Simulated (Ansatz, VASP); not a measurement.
# Be in VASP and in Ansatz

```
Be
1.0
     2.08222    0.00000    0.00000
     0.00000    2.08222    0.00000
     0.00000    0.00000    2.08222
Be
1
Direct
  0.00000 0.00000 0.00000
```

Alike in both runs: task single point; functional PBE; k mesh 16 × 16 × 16; occupations fermi-dirac, width 0.1 eV; no spin polarisation.

```csv
,VASP,Ansatz
version,VASP 6.6.1,Ansatz 0.2.0
potentials or method,"VASP PAW PBE potentials, release 64 (Be), cutoff 520 eV","plane waves (420 eV) with PAW, scalar-relativistic"
valence electrons in the cell,2,2
```

Ansatz gave:

| Quantity | Value |
| --- | --- |
| pressure (GPa) | 12.1 |

What did VASP give for the same quantities?

Pressure (GPa): 12.2.
